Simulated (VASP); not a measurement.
# TiSi16 (a cell with a defect) in VASP: further runs, part 2 of 2

VASP 6.6.1. The steps go on from the part before.

**4. Single point, PBE+D3(BJ)**

File INCAR:

```
ALGO = Normal
EDIFF = 1E-7
ENCUT = 520
GGA = PE
ISIF = 2
ISMEAR = 0
IVDW = 12
LASPH = T
LCHARG = T
LELF = T
LREAL = Auto
LVHAR = T
LWAVE = F
NBANDS = 52
NELM = 100
PREC = Accurate
SIGMA = 0.02
```

File KPOINTS:

```
k-points
0
Gamma
  2 2 2
```

File POSCAR:

```
TiSi16
1.0
    0.0000000000      5.4300000000      5.4300000000
    5.4300000000      0.0000000000      5.4300000000
    5.4300000000      5.4300000000      0.0000000000
Si Ti
16 1
Direct
    0.0007643646     -0.0012474217     -0.0002201657
    0.1232377532      0.1274241252      0.1219974217
   -0.0089905157      0.0024984346      0.5042325046
    0.1235613260      0.1306744015      0.6261979742
    0.0009287293      0.5007933702     -0.0001473297
    0.1221255985      0.6281121547      0.1220007366
    0.0007870166      0.5033500000      0.4927155617
    0.1240285451      0.6193565378      0.6262259669
    0.5059134438      0.0021307551     -0.0100523020
    0.6270621547      0.1322967772      0.1217061694
    0.5046043278      0.0083673112      0.5021089319
    0.6289706262      0.1207061694      0.6283201657
    0.4926093002      0.5042256906     -0.0008304788
    0.6271853591      0.6186997238      0.1221350829
    0.5051225599      0.4839096685      0.5024918048
    0.6266848987      0.6234909761      0.6257248619
    0.3775441068      0.8730369245      0.3758516575
```

On the command line:

```sh
$ cat potpaw_PBE.64/Si/POTCAR potpaw_PBE.64/Ti_sv/POTCAR > POTCAR
$ mpirun -np 1 vasp_std > vasp.out
```

It took 8.9 min on 1 thread of Intel Xeon 8259CL, shared host; peak memory 0.51 GiB.

The run converged. Its results:

| Property | Result |
| --- | --- |
| Free energy | -98.0423 eV |
| Pressure | 0.9 GPa |
| Largest force | 0.013 eV/Å |
| Band gap on the k mesh | zero (bands 38 and 39 overlap by 0.40 eV) |
| Dispersion energy per atom | -0.343 eV |

Forces in eV/Å, atoms in the order of the input:
```
Si  -0.002  0.001 -0.002
Si  -0.004  0.012  0.002
Si   0.000  0.001 -0.006
Si  -0.005 -0.001  0.004
Si   0.000  0.000  0.002
Si   0.002  0.005 -0.002
Si   0.000  0.000  0.001
Si  -0.004 -0.004  0.003
Si  -0.004 -0.003  0.003
Si   0.001  0.002 -0.012
Si   0.000  0.000  0.003
Si   0.001 -0.003  0.002
Si   0.002  0.000 -0.002
Si   0.011 -0.001  0.000
Si   0.000 -0.005 -0.001
Si  -0.001  0.000  0.005
Ti   0.001 -0.003  0.001
```

Stress tensor (GPa, compression positive):
```
 0.88  0.04  0.11
 0.04  1.05 -0.03
 0.11 -0.03  0.89
```

Levels at points of the mesh, in eV from the Fermi level:
| k point | band 35 | band 36 | band 37 | band 38 | band 39 | band 40 | band 41 | band 42 |
| --- | --- | --- | --- | --- | --- | --- | --- | --- |
| (0.00, 0.00, 0.00) | -0.97 | -0.97 | -0.43 | -0.39 | -0.35 | -0.11 | -0.05 | 0.27 |
| (0.50, 0.00, 0.00) | -1.35 | -1.35 | -0.27 | -0.01 | 0.08 | 0.45 | 0.48 | 0.85 |
| (0.00, 0.50, 0.00) | -1.36 | -1.34 | -0.24 | 0.05 | 0.07 | 0.45 | 0.46 | 0.80 |
| (0.00, 0.00, 0.50) | -1.35 | -1.35 | -0.28 | 0.00 | 0.08 | 0.45 | 0.48 | 0.85 |
| (0.50, 0.50, 0.50) | -1.36 | -1.34 | -0.25 | 0.04 | 0.07 | 0.45 | 0.46 | 0.80 |
| (0.50, 0.50, 0.00) | -1.99 | -1.86 | -0.68 | -0.02 | 0.58 | 0.59 | 1.12 | 1.35 |
| (0.00, 0.50, 0.50) | -1.99 | -1.85 | -0.68 | -0.02 | 0.58 | 0.59 | 1.12 | 1.35 |
| (0.50, 0.00, 0.50) | -1.98 | -1.87 | -0.69 | -0.02 | 0.57 | 0.63 | 1.11 | 1.34 |

Caveat: the k points lie up to 0.50 Å⁻¹ apart.

**5. Single point, PBE+D3(BJ)**

File INCAR:

```
PREC = Accurate
ENCUT = 520
EDIFF = 1E-7
ISMEAR = 0
SIGMA = 0.02
LREAL = Auto
LASPH = True
NELM = 100
ALGO = Normal
ISIF = 2
LWAVE = False
LCHARG = True
GGA = PE
IVDW = 12
LELF = True
LVHAR = True
NBANDS = 52
```

File KPOINTS:

```
Automatic mesh
0
Gamma
  2 2 2
```

File POSCAR:

```
TiSi16
1.0
    0.0000000000      5.4300000000      5.4300000000
    5.4300000000      0.0000000000      5.4300000000
    5.4300000000      5.4300000000      0.0000000000
Si Ti
16 1
Direct
    0.0039804788     -0.0036292818     -0.0031707182
    0.1173348066      0.1210639042      0.1216703499
   -0.0058376611     -0.0021958564      0.5024614180
    0.1228190608      0.1194873849      0.6349813076
   -0.0057408840      0.5018902394     -0.0017686924
    0.1226197053      0.6344836096      0.1199998158
   -0.0020578269      0.5019429098      0.5024186004
    0.1269673112      0.6241785451      0.6245930939
    0.5019430018     -0.0018126151     -0.0011636280
    0.6409065378      0.1208111418      0.1215501842
    0.5059073665     -0.0022664825      0.5022742173
    0.6217622468      0.1316173112      0.6250370166
    0.5056965009      0.5016600368     -0.0017071823
    0.6217725599      0.6243154696      0.1321252302
    0.4975367403      0.5021564457      0.5027177716
    0.6244953039      0.6239914365      0.6245437385
    0.2519290976      1.2480567219      0.2486819521
```

On the command line:

```sh
$ cat potpaw_PBE.64/Si/POTCAR potpaw_PBE.64/Ti_sv/POTCAR > POTCAR
$ mpirun -np 1 vasp_std > vasp.out
```

Run time: 9.3 min. Hardware: 1 thread of Intel Xeon 8259CL, shared host; peak memory 0.51 GiB.

Results (log left out):

```
Free energy                : -98.0418 eV
Pressure                   : 0.9 GPa
Largest force              : 0.024 eV/Å
Band gap on the k mesh     : zero (bands 38 and 39 overlap by 0.40 eV)
Dispersion energy per atom : -0.343 eV
```

Forces on the atoms (eV/Å):
```
Si   0.000 -0.001  0.000
Si  -0.002  0.000 -0.001
Si   0.004 -0.003  0.005
Si   0.006  0.004 -0.004
Si   0.003  0.002 -0.004
Si   0.006 -0.001  0.004
Si  -0.003 -0.001 -0.001
Si   0.001 -0.003 -0.005
Si   0.001 -0.002 -0.001
Si  -0.002 -0.004 -0.002
Si   0.003  0.001  0.001
Si   0.001 -0.001 -0.004
Si   0.001  0.002  0.002
Si   0.002 -0.003  0.002
Si  -0.004  0.000  0.002
Si   0.006  0.003  0.002
Ti  -0.023  0.006  0.003
```

Stress tensor (GPa, compression positive):
```
1.05 0.00 0.00
0.00 0.88 0.11
0.00 0.11 0.88
```

Levels at points of the mesh, in eV from the Fermi level:
| k point | band 35 | band 36 | band 37 | band 38 | band 39 | band 40 | band 41 | band 42 |
| --- | --- | --- | --- | --- | --- | --- | --- | --- |
| (0.00, 0.00, 0.00) | -0.98 | -0.97 | -0.42 | -0.39 | -0.36 | -0.11 | -0.06 | 0.26 |
| (0.50, 0.00, 0.00) | -1.36 | -1.34 | -0.25 | 0.04 | 0.06 | 0.45 | 0.45 | 0.80 |
| (0.00, 0.50, 0.00) | -1.36 | -1.35 | -0.28 | 0.00 | 0.07 | 0.45 | 0.47 | 0.84 |
| (0.00, 0.00, 0.50) | -1.36 | -1.35 | -0.28 | 0.00 | 0.07 | 0.45 | 0.47 | 0.84 |
| (0.50, 0.50, 0.50) | -1.36 | -1.35 | -0.25 | 0.04 | 0.07 | 0.45 | 0.46 | 0.80 |
| (0.50, 0.50, 0.00) | -1.99 | -1.86 | -0.69 | -0.02 | 0.57 | 0.59 | 1.12 | 1.35 |
| (0.00, 0.50, 0.50) | -1.98 | -1.88 | -0.70 | -0.02 | 0.57 | 0.62 | 1.11 | 1.33 |
| (0.50, 0.00, 0.50) | -1.99 | -1.86 | -0.69 | -0.02 | 0.57 | 0.58 | 1.12 | 1.35 |

Caveat: the k points lie up to 0.50 Å⁻¹ apart.
